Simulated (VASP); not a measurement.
# BeTe (F-43m) in VASP: single point with LDA

Aim: the single point of BeTe with LDA.

All numbers are computed with VASP 6.6.1; they aren't measurements. Logs are shortened: lines on timing, memory, paths and dates and some standing lists are left out, and cuts for length are marked.

## Step 1: The cell of the first run

It takes space group F-43m (No. 216, cubic). The conventional cell has a = 5.555 Å, b = 5.555 Å, c = 5.555 Å, α = 90.00°, β = 90.00°, γ = 90.00°. Be (site symmetry -43m) has 4 Te at 2.41 Å within 3.2 Å. Within 3.2 Å of Te (site symmetry -43m) lie 4 Be at 2.41 Å.

## Step 2: Single point, LDA

INCAR

```
SYSTEM = BeTe
PREC     = Accurate       ! precision mode
ENCUT    = 600            ! plane-wave cutoff, eV
EDIFF    = 1E-6           ! SCF threshold, eV
ISMEAR   = 0              ! smearing method
SIGMA    = 0.02           ! smearing width, eV
LREAL    = .False.        ! projectors in reciprocal space
LASPH    = .True.         ! aspherical terms in the spheres
NELM     = 120            ! most SCF steps
ALGO     = Normal         ! electronic algorithm
ISIF     = 2              ! what is computed and relaxed
LWAVE    = .False.        ! write WAVECAR
LCHARG   = .False.        ! write CHGCAR
GGA      = CA             ! functional
NBANDS   = 11             ! bands
GGA_COMPAT= .False.
```

KPOINTS

```
Automatic mesh
0
Gamma
  8 8 8
  0 0 0
```

POSCAR

```
BeTe
1.0
    0.0000000000      2.7774117840      2.7774117840
    2.7774117840      0.0000000000      2.7774117840
    2.7774117840      2.7774117840      0.0000000000
Be Te
1 1
Direct
    0.0000000000      0.0000000000      0.0000000000
    0.2500000000      0.2500000000      0.2500000000
```

Potentials or basis: VASP PAW LDA potentials, release 64 (Be, Te).

Launch:

```console
> cat potpaw_LDA.64/Be/POTCAR potpaw_LDA.64/Te/POTCAR > POTCAR
> mpirun -np 1 vasp_std > vasp.out
```

OUTCAR:

```text
SYSTEM = BeTe
   PREC = Accurate
   ENCUT = 600
   EDIFF = 1E-6
   ISMEAR = 0
   LREAL = .False.
   LASPH = .True.
   NELM = 120
   ISIF = 2
   GGA = CA

 ion  position               nearest neighbor table
   1  0.000  0.000  0.000-   2 2.41   2 2.41   2 2.41   2 2.41
   2  0.250  0.250  0.250-   1 2.41   1 2.41   1 2.41   1 2.41

  LATTYP: Found a face centered cubic cell.
 ALAT       =     5.5548235680

  Lattice vectors:

 A1 = (   0.0000000000,   2.7774117840,   2.7774117840)
 A2 = (   2.7774117840,   0.0000000000,   2.7774117840)
 A3 = (   2.7774117840,   2.7774117840,   0.0000000000)

Analysis of symmetry for initial positions (statically):
=====================================================================
 Subroutine PRICEL returns:
 Original cell was already a primitive cell.

 Routine SETGRP: Setting up the symmetry group for a
 face centered cubic supercell.

 Subroutine GETGRP returns: Found 24 space group operations
 (whereof 24 operations were pure point group operations)
 out of a pool of 48 trial point group operations.

The static configuration has the point symmetry T_d .

Analysis of symmetry for dynamics (positions and initial velocities):
=====================================================================
 Subroutine PRICEL returns:
 Original cell was already a primitive cell.

 Routine SETGRP: Setting up the symmetry group for a
 face centered cubic supercell.

 Subroutine GETGRP returns: Found 24 space group operations
 (whereof 24 operations were pure point group operations)
 out of a pool of 48 trial point group operations.

The dynamic configuration has the point symmetry T_d .

 Subroutine INISYM returns: Found 24 space group operations
 (whereof 24 operations are pure point group operations),
 and found     1 'primitive' translations

----------------------------------------------------------------------------------------

                                     Primitive cell

  volume of cell :      42.8500

  direct lattice vectors                    reciprocal lattice vectors
     0.000000000  2.777411784  2.777411784    -0.180023720  0.180023720  0.180023720
     2.777411784  0.000000000  2.777411784     0.180023720 -0.180023720  0.180023720
     2.777411784  2.777411784  0.000000000     0.180023720  0.180023720 -0.180023720

  length of vectors
     3.927853413  3.927853413  3.927853413     0.311810229  0.311810229  0.311810229

  position of ions in fractional coordinates (direct lattice)
     0.000000000  0.000000000  0.000000000
     0.250000000  0.250000000  0.250000000

  ion indices of the primitive-cell ions
[... 79 lines left out ...]
   IBRION =     -1    ionic relax: 0-MD 1-quasi-New 2-CG
   NFREE  =      0    steps in history (QN), initial steepest desc. (CG)
   ISIF   =      2    stress and relaxation
   ISYM   =      2    0-nonsym 1-usesym 2-fastsym
   POTIM  = 0.5000    time-step for ionic-motion
   TEBEG  =    0.0;   TEEND  =   0.0 temperature during run
   PSTRESS=    0.0 pullay stress
   NELECT =       8.0000    total number of electrons
   NUPDOWN=      -1.0000    fix difference up-down
   EMIN   =  10.00;   EMAX   =-10.00  energy-range for DOS
   EFERMI =   0.00;   METHOD = LEGACY
   ISMEAR =     0;   SIGMA  =   0.02  broadening in eV -4-tet -1-fermi 0-gaus
   EFERMI_NEDOS =   21; number of points for ismear=-14 and -15
   IALGO  =     38    algorithm
   IMIX   =      4    mixing-type and parameters
     AMIX     =   0.40;   BMIX     =  1.00
     AMIX_MAG =   1.60;   BMIX_MAG =  1.00
  volume/ion in A,a.u.               =      21.42       144.58
  Fermi-wavevector in a.u.,A,eV,Ry     =   0.935667  1.768154 11.911525  0.875472
  Thomas-Fermi vector in A             =   2.062598
   LORBIT       =      0    0 simple, 1 ext, 2 COOP (PROOUT), +10 PAW based schemes
   GGA     = CA    functional components
   LHFCALC =     F    Hartree Fock is set to
   AEXX    =    0.0000 exact exchange contribution
   IVDW    =     0    specifies the selected vdW correction
   LEPSILON=     F    determine dielectric tensor
   LRPA    =     F    only Hartree local field effects (RPA)
 non-spin polarized calculation
 Gauss-broadening in eV      SIGMA  =   0.02
  energy-cutoff  :      600.00
  volume of cell :       42.85
 maximum number of plane-waves:      1459
   NGX = 15   NGY = 15   NGZ = 15

 number of electron       8.0000000 magnetization

 Free energy of the ion-electron system (eV)
  ---------------------------------------------------
  ext. energy  EPLUGINS =         0.00000000
  ---------------------------------------------------
  free energy    TOTEN  =        -8.72656202 eV

  energy without entropy =       -8.72656202  energy(sigma->0) =       -8.72656202

 E-fermi :   5.5141     XC(G=0):  -9.4308

 val. band max:        5.4167701310   @ k =   0.0000   0.0000   0.0000
 cond. band min:       7.1871998793   @ k =   0.5000   0.5000   0.0000
 fundamental gap:      1.7704297482
 Fermi energy:         5.5140989859

 k-point     1 :       0.0000    0.0000    0.0000
  band No.  band energies     occupation
      1      -7.1796      2.00000
      2       5.4168      2.00000
      3       5.4168      2.00000
      4       5.4168      2.00000
      5       8.9662      0.00000
      6       8.9662      0.00000
      7       8.9662      0.00000
      8       9.4468      0.00000
      9      13.6585      0.00000
     10      15.7401      0.00000
     11      15.7401      0.00000
[... 309 lines left out ...]
 k-point    24 :      -0.3750    0.2500    0.1250
  band No.  band energies     occupation
      1      -5.4858      2.00000
      2       0.0662      2.00000
      3       2.3766      2.00000
      4       3.3867      2.00000
      5       9.5368      0.00000
      6       9.8192      0.00000
      7      12.1637      0.00000
      8      13.2221      0.00000
      9      13.8917      0.00000
     10      16.9926      0.00000
     11      17.3502      0.00000

 [... further k-points ...]
[... 5 lines left out ...]
  --------------------------------------------------------------------------------------
  -------------------------------------------------------------------------------------
  Total        0.0721087      0.0721087      0.0721087      0.0000000     -0.0000000      0.0000000
  in kB        2.6961698      2.6961698      2.6961698      0.0000000     -0.0000000      0.0000000
  external PRESSURE =       2.6961698 kB  Pullay stress =       0.0000000 kB

 VOLUME and BASIS-vectors are now :
 -----------------------------------------------------------------------------
  energy-cutoff  :      600.00
  volume of cell :       42.85
      direct lattice vectors                 reciprocal lattice vectors
     0.000000000  2.777411784  2.777411784    -0.180023720  0.180023720  0.180023720
     2.777411784  0.000000000  2.777411784     0.180023720 -0.180023720  0.180023720
     2.777411784  2.777411784  0.000000000     0.180023720  0.180023720 -0.180023720

 POSITION                                       TOTAL-FORCE (eV/Angst)
 -----------------------------------------------------------------------------------
      0.00000      0.00000      0.00000        -0.000000     -0.000000     -0.000000
      1.38871      1.38871      1.38871         0.000000      0.000000      0.000000
 -----------------------------------------------------------------------------------
    total drift:                                0.000000      0.000000      0.000000

  FREE ENERGIE OF THE ION-ELECTRON SYSTEM (eV)
  ---------------------------------------------------
  free  energy   TOTEN  =        -8.7265620188 eV

  energy  without entropy=       -8.7265620188  energy(sigma->0) =       -8.72656202
```

OSZICAR:

```text
N       E                     dE             d eps       ncg     rms          rms(c)
DAV:   1     0.206463838421E+02    0.20646E+02   -0.37282E+03   638   0.673E+02
DAV:   2    -0.765949825629E+01   -0.28306E+02   -0.27330E+02   792   0.942E+01
DAV:   3    -0.893136017990E+01   -0.12719E+01   -0.12696E+01   822   0.215E+01
DAV:   4    -0.894352020565E+01   -0.12160E-01   -0.12159E-01   763   0.237E+00
DAV:   5    -0.894377886026E+01   -0.25865E-03   -0.25865E-03   793   0.339E-01    0.449E+00
DAV:   6    -0.878088080070E+01    0.16290E+00   -0.17903E-01   719   0.155E+00    0.261E+00
DAV:   7    -0.872726998263E+01    0.53611E-01   -0.13649E-01   746   0.152E+00    0.473E-01
DAV:   8    -0.872649973226E+01    0.77025E-03   -0.65633E-03   703   0.455E-01    0.119E-01
DAV:   9    -0.872655572016E+01   -0.55988E-04   -0.20874E-04   791   0.928E-02    0.488E-02
DAV:  10    -0.872656231861E+01   -0.65984E-05   -0.23951E-05   692   0.235E-02    0.176E-02
DAV:  11    -0.872656201878E+01    0.29983E-06   -0.10621E-06   584   0.600E-03
   1 F= -.87265620E+01 E0= -.87265620E+01  d E =-.342942E-14
```

stdout:

```text
POSCAR found type information on POSCAR BeTe
 POSCAR found :  2 types and       2 ions
 scaLAPACK will be used
 LDA part: xc-table for (Slater(with rela. corr.)+CA(PZ))
 , standard interpolation
 POSCAR, INCAR and KPOINTS ok, starting setup
 FFT: planning ... GRIDC
 FFT: planning ... GRID_SOFT
 FFT: planning ... GRID
 WAVECAR not read
 entering main loop
```

Run time: 16 s. Hardware: 1 thread of Intel Xeon 8259CL, shared host; peak memory 0.16 GiB.

Results:

* Free energy: -8.7266 eV
* Pressure: 0.3 GPa
* Band gap on the k mesh: 1.77 eV (least direct gap 3.55 eV)

Levels at points of the mesh, in eV from the valence-band top:
```tsv
k point	band 1	band 2	band 3	band 4	band 5	band 6	band 7	band 8
(0.00, 0.00, 0.00)	-12.60	0.00	0.00	0.00	3.55	3.55	3.55	4.03
(0.50, 0.00, 0.00)	-11.16	-5.80	-1.20	-1.20	3.17	4.54	4.54	7.63
(0.50, 0.50, 0.00)	-10.63	-5.30	-2.80	-2.80	1.77	2.59	9.86	9.86
```

Caveat: spin-orbit coupling is left out, which moves the levels of the heavy elements.
